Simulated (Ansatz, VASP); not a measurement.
# Lu: VASP beside Ansatz

```
CELL_PARAMETERS angstrom
3.44286 0.00000 0.00000
-1.72143 2.98161 0.00000
0.00000 0.00000 5.34984
ATOMIC_POSITIONS crystal
Lu 0.33333 0.66667 0.75000
Lu 0.66667 0.33333 0.25000
```

Alike in both runs: functional PBEsol; k mesh 14 × 14 × 8; occupations gaussian, width 0.05 eV; no spin polarisation.

Ansatz relaxed the structure, and its values are those at the end. VASP's run is a single point on that final structure, the one shown.

|  | VASP | Ansatz |
| --- | --- | --- |
| version | VASP 6.6.1 | Ansatz 0.2.0 |
| potentials or method | VASP PAW PBE potentials, release 64 (Lu), cutoff 520 eV | scalar-relativistic, plane waves, PAW |
| valence electrons in the cell | 50 | 50 |

```csv
,VASP,Ansatz,Ansatz less VASP
pressure (GPa),0.1,0.0,-0.14
```

VASP's potentials were made for PBE, not for PBEsol. With one functional, cell and mesh, what is left measures potentials, basis and numerics.

Neither program's run includes spin-orbit coupling.
